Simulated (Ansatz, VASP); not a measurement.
# Two plane-wave programs on NbP

```
Nb P
1.0
    -1.70777    1.70777    5.85269
     1.70777   -1.70777    5.85269
     1.70777    1.70777   -5.85269
Nb P
2 2
Direct
  0.24988 0.74988 0.50000
  0.49988 0.49988 0.00000
  0.83275 0.33275 0.50000
  0.08275 0.08275 0.00000
```

Alike in both runs: task single point; functional r2SCAN; k mesh 11 × 11 × 11; occupations fermi-dirac, width 0.05 eV; no spin polarisation.

|  | VASP | Ansatz |
| --- | --- | --- |
| version | VASP 6.6.1 | Ansatz 0.2.0 |
| potentials or method | VASP PAW PBE potentials, release 64 (Nb_sv, P) | Ansatz PAW |
| plane-wave cutoff (eV) | 520 | 500 |
| valence electrons in the cell | 36 | 36 |

Ansatz gave:

```
gap on the k mesh at the Fermi level (eV)                     : none
pressure (GPa)                                                : -11.4
traceless stress, the component that is largest in VASP (GPa) : 1.18
rms of the force components (eV/Å)                            : 0.012
```

Q: Estimate VASP's values.

A: gap on the k mesh at the Fermi level (eV): none; pressure (GPa): -11.7; traceless stress, the component that is largest in VASP (GPa): 1.22; rms of the force components (eV/Å): 0.012.

VASP's potentials were made for PBE, not for r2SCAN. Atom by atom the forces differ by 0.001 eV/Å (rms over components). A gap of «none» marks a metal or a gap that the smearing closes.
